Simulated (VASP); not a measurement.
# Ba2BiSb2 (Immm) in VASP: single point with PBE

Aim: the single point of Ba2BiSb2 with PBE.

Everything below comes from runs of VASP 6.6.1. Logs are shortened: lines on timing, memory, paths and dates and some standing lists are left out, and cuts for length are marked.

## 1. The cell of the first run

Symmetry: Immm, No. 71, orthorhombic system. Conventional cell: a = 4.855 Å, b = 7.772 Å, c = 10.008 Å, α = 90.00°, β = 90.00°, γ = 90.00°. Within 4.5 Å of Bi (site symmetry mmm) lie 4 Sb at 3.36 Å and 8 Ba at 3.71 to 4.47 Å. Ba (site symmetry mm2) has 6 Sb at 3.63 to 3.64 Å and 4 Bi at 3.71 to 4.47 Å and 7 Ba at 4.41 to 4.85 Å within 4.9 Å. Within 4.1 Å of Sb (site symmetry m2m) lie 1 Sb at 3.13 Å and 2 Bi at 3.36 Å and 6 Ba at 3.63 to 3.64 Å.

## 2. Single point, PBE

The input, INCAR:

```
PREC = Accurate
ENCUT = 520
EDIFF = 1E-7
ISMEAR = -1
SIGMA = 0.1
LREAL = F
LASPH = T
NELM = 60
ALGO = Normal
ISIF = 2
LWAVE = F
LCHARG = T
GGA = PE
LELF = T
LVHAR = T
NBANDS = 30
```

The input, KPOINTS:

```
regular mesh
0
Gamma
  4 4 4
```

The input, POSCAR:

```
Ba2BiSb2
1.0
   -2.4274970000      3.8858350000      5.0040020000
    4.8549940000      0.0000000000      0.0000000000
    2.4274970000      3.8858350000     -5.0040020000
Bi Ba Sb
1 2 2
Direct
    0.0000000000      0.0000000000      0.0000000000
    0.7202100000      0.2202100000      0.2797900000
    0.2797900000      0.7797900000      0.7202100000
    0.7016000000      0.5000000000      0.7016000000
    0.2984000000      0.5000000000      0.2984000000
```

Potentials or basis: VASP PAW PBE potentials, release 64 (Bi_d, Ba_sv, Sb).

Launch:

```bash
cat potpaw_PBE.64/Bi_d/POTCAR potpaw_PBE.64/Ba_sv/POTCAR potpaw_PBE.64/Sb/POTCAR > POTCAR
mpirun -np 1 vasp_std > vasp.out
```

OUTCAR:

```text
PREC = Accurate
   ENCUT = 520
   EDIFF = 1E-7
   ISMEAR = -1
   LREAL = F
   LASPH = T
   NELM = 60
   ISIF = 2
   GGA = PE

 ion  position               nearest neighbor table
   1  0.000  0.000  0.000-   4 3.36   5 3.36   4 3.36   5 3.36   2 3.71   3 3.71   3 3.71   2 3.71

   2  0.720  0.220  0.280-   4 3.63   4 3.63   5 3.63   5 3.63   5 3.64   4 3.64   1 3.71   1 3.71
                             3 4.41   3 4.62   3 4.62   3 4.62   3 4.62
   3  0.280  0.780  0.720-   4 3.63   5 3.63   5 3.63   4 3.63   5 3.64   4 3.64   1 3.71   1 3.71
                             2 4.41   2 4.62   2 4.62   2 4.62   2 4.62
   4  0.702  0.500  0.702-   5 3.13   1 3.36   1 3.36   2 3.63   2 3.63   3 3.63   3 3.63   3 3.64
                             2 3.64
   5  0.298  0.500  0.298-   4 3.13   1 3.36   1 3.36   2 3.63   3 3.63   3 3.63   2 3.63   3 3.64
                             2 3.64

  LATTYP: Found a body centered orthorhombic cell.
 ALAT       =     4.8549940000
 B/A-ratio  =     1.6007579000
 C/A-ratio  =     2.0613833920

  Lattice vectors:

 A1 = (  -2.4274970000,   3.8858350000,   5.0040020000)
 A2 = (   2.4274970000,  -3.8858350000,   5.0040020000)
 A3 = (   2.4274970000,   3.8858350000,  -5.0040020000)

Analysis of symmetry for initial positions (statically):
=====================================================================
 Subroutine PRICEL returns:
 Original cell was already a primitive cell.

 Routine SETGRP: Setting up the symmetry group for a
 body centered orthorhombic supercell.

 Subroutine GETGRP returns: Found  8 space group operations
 (whereof  8 operations were pure point group operations)
 out of a pool of  8 trial point group operations.

The static configuration has the point symmetry D_2h.

Analysis of symmetry for dynamics (positions and initial velocities):
=====================================================================
 Subroutine PRICEL returns:
 Original cell was already a primitive cell.

 Routine SETGRP: Setting up the symmetry group for a
 body centered orthorhombic supercell.

 Subroutine GETGRP returns: Found  8 space group operations
 (whereof  8 operations were pure point group operations)
 out of a pool of  8 trial point group operations.

The dynamic configuration has the point symmetry D_2h.

 Subroutine INISYM returns: Found  8 space group operations
 (whereof  8 operations are pure point group operations),
 and found     1 'primitive' translations

----------------------------------------------------------------------------------------

                                     Primitive cell

  volume of cell :     188.8081

  direct lattice vectors                    reciprocal lattice vectors
    -2.427497000  3.885835000  5.004002000     0.000000000  0.128672473  0.099920024
     4.854994000  0.000000000  0.000000000     0.205973478  0.000000000  0.099920024
     2.427497000  3.885835000 -5.004002000     0.000000000  0.128672473 -0.099920024

  length of vectors
     6.784724854  4.854994000  6.784724854     0.162912911  0.228930306  0.162912911

  position of ions in fractional coordinates (direct lattice)
     0.000000000  0.000000000  0.000000000
     0.720210000  0.220210000  0.279790000
     0.279790000  0.779790000  0.720210000
     0.701600000  0.500000000  0.701600000
     0.298400000  0.500000000  0.298400000

  ion indices of the primitive-cell ions
   primitive index   ion index
                 1           1
                 2           2
                 3           3
                 4           4
                 5           5

----------------------------------------------------------------------------------------

 KPOINTS: regular mesh

Automatic generation of k-mesh.
 Grid dimensions read from file:
 generate k-points for:    4    4    4

 Generating k-lattice:

  Cartesian coordinates                     Fractional coordinates (reciprocal lattice)
     0.000000000  0.032168118  0.024980006     0.250000000  0.000000000  0.000000000
     0.051493370  0.000000000  0.024980006     0.000000000  0.250000000  0.000000000
     0.000000000  0.032168118 -0.024980006     0.000000000  0.000000000  0.250000000

  Length of vectors
     0.040728228  0.057232576  0.040728228

  Shift w.r.t. Gamma in fractional coordinates (k-lattice)
     0.000000000  0.000000000  0.000000000

 Subroutine IBZKPT returns following result:
 ===========================================

 Found     18 irreducible k-points:

 Following reciprocal coordinates:
            Coordinates               Weight
  0.000000  0.000000  0.000000      1.000000
  0.250000  0.000000  0.000000      4.000000
  0.500000  0.000000  0.000000      2.000000
 -0.000000  0.250000  0.000000      4.000000
  0.250000  0.250000  0.000000      8.000000
  0.500000  0.250000  0.000000      8.000000
[... 10 lines left out ...]
 -0.250000 -0.250000  0.250000      4.000000
  0.500000  0.000000  0.500000      1.000000
   k-points           NKPTS =     18   k-points in BZ     NKDIM =     18   number of bands    NBANDS=     30
   number of dos      NEDOS =    301   number of ions     NIONS =      5
   total plane-waves  NPLWV =  90000
   dimension x,y,z NGX =    50 NGY =   36 NGZ =   50
   dimension x,y,z NGXF=   100 NGYF=   72 NGZF=  100
   ions per type =               1   2   2
   NGX,Y,Z   is equivalent  to a cutoff of  12.25, 12.33, 12.25 a.u.
   NGXF,Y,Z  is equivalent  to a cutoff of  24.50, 24.65, 24.50 a.u.
 SYSTEM =  unknown system
   PREC   = accura    normal or accurate (medium, high low for compatibility)
   ISTART =      0    job   : 0-new  1-cont  2-samecut
   ICHARG =      2    charge: 1-file 2-atom 10-const
   ISPIN  =      1    spin polarized calculation?
   LNONCOLLINEAR =      F non collinear calculations
   LSORBIT =      F    spin-orbit coupling
   LASPH  =      T    aspherical Exc in radial PAW
   ENCUT  =  520.0 eV  38.22 Ry    6.18 a.u.  12.62  9.03 12.62*2*pi/ulx,y,z
   NELM   =     60;   NELMIN=  2; NELMDL= -5     # of ELM steps
   EDIFF  = 0.1E-06   stopping-criterion for ELM
   LREAL  =      F    real-space projection
   EDIFFG = 0.1E-05   stopping-criterion for IOM
   NSW    =      0    number of steps for IOM
   IBRION =     -1    ionic relax: 0-MD 1-quasi-New 2-CG
   NFREE  =      0    steps in history (QN), initial steepest desc. (CG)
   ISIF   =      2    stress and relaxation
   ISYM   =      2    0-nonsym 1-usesym 2-fastsym
   POTIM  = 0.5000    time-step for ionic-motion
   TEBEG  =    0.0;   TEEND  =   0.0 temperature during run
   PSTRESS=    0.0 pullay stress
   NELECT =      45.0000    total number of electrons
   NUPDOWN=      -1.0000    fix difference up-down
   EMIN   =  10.00;   EMAX   =-10.00  energy-range for DOS
   EFERMI =   0.00;   METHOD = LEGACY
   ISMEAR =    -1;   SIGMA  =   0.10  broadening in eV -4-tet -1-fermi 0-gaus
   EFERMI_NEDOS =   21; number of points for ismear=-14 and -15
   IALGO  =     38    algorithm
   IMIX   =      4    mixing-type and parameters
     AMIX     =   0.40;   BMIX     =  1.00
     AMIX_MAG =   1.60;   BMIX_MAG =  1.00
  volume/ion in A,a.u.               =      37.76       254.83
  Fermi-wavevector in a.u.,A,eV,Ry     =   1.015014  1.918099 14.017457  1.030254
  Thomas-Fermi vector in A             =   2.148276
   LORBIT       =      0    0 simple, 1 ext, 2 COOP (PROOUT), +10 PAW based schemes
   GGA     = PE    functional components
   LHFCALC =     F    Hartree Fock is set to
   AEXX    =    0.0000 exact exchange contribution
   IVDW    =     0    specifies the selected vdW correction
   LEPSILON=     F    determine dielectric tensor
   LRPA    =     F    only Hartree local field effects (RPA)
 non-spin polarized calculation
  energy-cutoff  :      520.00
  volume of cell :      188.81
 maximum number of plane-waves:      5100
   NGX = 25   NGY = 19   NGZ = 25

 number of electron      44.9999993 magnetization

 Free energy of the ion-electron system (eV)
  ---------------------------------------------------
  ext. energy  EPLUGINS =         0.00000000
  ---------------------------------------------------
  free energy    TOTEN  =       -20.18814915 eV

  energy without entropy =      -20.11309137  energy(sigma->0) =      -20.15062026

 E-fermi :   4.4091     XC(G=0):  -8.9529

 val. band max:        4.3812993398   @ k =   0.5000   0.0000   0.5000
 cond. band min:       4.4376184719   @ k =   0.5000   0.2500   0.0000
 fundamental gap:      0.0563191320
 Fermi energy:         4.4090508287

 k-point     1 :       0.0000    0.0000    0.0000
  band No.  band energies     occupation
      1     -23.5409      2.00000
      2     -23.5119      2.00000
      3     -18.1038      2.00000
      4     -18.0980      2.00000
      5     -17.9784      2.00000
      6     -17.9739      2.00000
[... 22 lines left out ...]
     29       7.9463      0.00000
     30       8.4539      0.00000

 k-point     2 :       0.2500    0.0000    0.0000
  band No.  band energies     occupation
      1     -23.5370      2.00000
      2     -23.5157      2.00000
      3     -18.1037      2.00000
      4     -18.0980      2.00000
      5     -17.9784      2.00000
      6     -17.9739      2.00000
[... 22 lines left out ...]
     29       7.8070      0.00000
     30       8.4322      0.00000

 k-point     3 :       0.5000    0.0000    0.0000
  band No.  band energies     occupation
      1     -23.5305      2.00000
      2     -23.5221      2.00000
      3     -18.1036      2.00000
      4     -18.0980      2.00000
      5     -17.9783      2.00000
      6     -17.9739      2.00000
[... 22 lines left out ...]
     29       7.6989      0.00000
     30       8.1041      0.00000

 k-point     4 :      -0.0000    0.2500    0.0000
  band No.  band energies     occupation
      1     -23.5343      2.00000
      2     -23.5132      2.00000
      3     -18.1022      2.00000
      4     -18.0994      2.00000
      5     -17.9783      2.00000
      6     -17.9741      2.00000
[... 22 lines left out ...]
     29       8.0133      0.00000
     30       8.3365      0.00000

 k-point     5 :       0.2500    0.2500    0.0000
  band No.  band energies     occupation
      1     -23.5300      2.00000
      2     -23.5173      2.00000
      3     -18.1021      2.00000
      4     -18.0994      2.00000
      5     -17.9782      2.00000
      6     -17.9741      2.00000
[... 22 lines left out ...]
     29       7.8954      0.00000
     30       7.9159      0.00000
[... 328 lines left out ...]
     29       7.9806      0.00000
     30       8.0570      0.00000

 k-point    16 :       0.5000   -0.2500    0.2500
  band No.  band energies     occupation
      1     -23.5236      2.00000
      2     -23.5236      2.00000
      3     -18.1020      2.00000
      4     -18.0994      2.00000
      5     -17.9782      2.00000
      6     -17.9740      2.00000
[... 22 lines left out ...]
     29       7.6293      0.00000
     30       7.8270      0.00000

 k-point    17 :      -0.2500   -0.2500    0.2500
  band No.  band energies     occupation
      1     -23.5281      2.00000
      2     -23.5191      2.00000
      3     -18.1020      2.00000
      4     -18.0994      2.00000
      5     -17.9782      2.00000
      6     -17.9740      2.00000
[... 22 lines left out ...]
     29       7.4174      0.00000
     30       7.9358      0.00000

 k-point    18 :       0.5000    0.0000    0.5000
  band No.  band energies     occupation
      1     -23.5306      2.00000
      2     -23.5217      2.00000
      3     -18.1034      2.00000
      4     -18.0980      2.00000
      5     -17.9782      2.00000
      6     -17.9739      2.00000
[... 22 lines left out ...]
     29       7.3041      0.00000
     30       7.3981      0.00000

------------------------ aborting loop because EDIFF is reached ----------------------------------------

  FORCE on cell =-STRESS in cart. coord.  units (eV):
  Direction    XX          YY          ZZ          XY          YZ          ZX
  --------------------------------------------------------------------------------------
  -------------------------------------------------------------------------------------
  Total       -0.2467997     -0.4015011      0.8272206     -0.0000000      0.0000000      0.0000000
  in kB       -2.0942794     -3.4070369      7.0195840     -0.0000000      0.0000000      0.0000000
  external PRESSURE =       0.5060892 kB  Pullay stress =       0.0000000 kB

 VOLUME and BASIS-vectors are now :
 -----------------------------------------------------------------------------
  energy-cutoff  :      520.00
  volume of cell :      188.81
      direct lattice vectors                 reciprocal lattice vectors
    -2.427497000  3.885835000  5.004002000     0.000000000  0.128672473  0.099920024
     4.854994000  0.000000000  0.000000000     0.205973478  0.000000000  0.099920024
     2.427497000  3.885835000 -5.004002000     0.000000000  0.128672473 -0.099920024

 POSITION                                       TOTAL-FORCE (eV/Angst)
 -----------------------------------------------------------------------------------
      0.00000      0.00000      0.00000         0.000000     -0.000000      0.000000
      0.00000      3.88584      2.20386        -0.000000      0.000000     -0.030198
      4.85499      3.88584     -2.20386         0.000000      0.000000      0.030198
      2.42750      5.45260      0.00000         0.000000      0.061729      0.000000
      2.42750      2.31907      0.00000         0.000000     -0.061729      0.000000
 -----------------------------------------------------------------------------------
    total drift:                                0.000000      0.000000      0.000000

  FREE ENERGIE OF THE ION-ELECTRON SYSTEM (eV)
  ---------------------------------------------------
  free  energy   TOTEN  =       -20.1881491497 eV

  energy  without entropy=      -20.1130913681  energy(sigma->0) =      -20.15062026
```

Wall time 2.5 min (1 thread of AMD EPYC 7R13, shared host); peak memory 0.32 GiB.

What came out:

```
Free energy            : -20.1881 eV
Pressure               : 0.1 GPa
Largest force          : 0.062 eV/Å
Band gap on the k mesh : zero (an odd number of electrons rules out a gap without spin polarisation)
```

Forces on the atoms (eV/Å):
```
Bi   0.000  0.000  0.000
Ba   0.000  0.000 -0.030
Ba   0.000  0.000  0.030
Sb   0.000  0.062  0.000
Sb   0.000 -0.062  0.000
```

Stress tensor (GPa, compression positive):
```
-0.21  0.00  0.00
 0.00 -0.34  0.00
 0.00  0.00  0.70
```

Levels at points of the mesh, in eV from the Fermi level:
| k point | band 19 | band 20 | band 21 | band 22 | band 23 | band 24 | band 25 | band 26 |
| --- | --- | --- | --- | --- | --- | --- | --- | --- |
| (0.00, 0.00, 0.00) | -1.67 | -1.43 | -0.71 | -0.65 | -0.58 | 0.42 | 1.23 | 2.51 |
| (0.50, 0.00, 0.00) | -2.00 | -1.99 | -1.26 | -0.06 | 0.41 | 0.93 | 1.59 | 1.85 |
| (0.00, 0.50, 0.00) | -2.07 | -1.41 | -1.32 | -1.14 | 1.23 | 1.71 | 2.23 | 2.55 |
| (0.50, 0.50, 0.00) | -2.03 | -1.55 | -1.37 | -1.28 | -0.69 | 0.94 | 2.45 | 2.48 |
| (0.50, 0.00, 0.50) | -1.97 | -1.06 | -0.39 | -0.03 | 0.07 | 0.35 | 1.14 | 1.29 |

Caveat: spin-orbit coupling is left out, which moves the levels of the heavy elements.
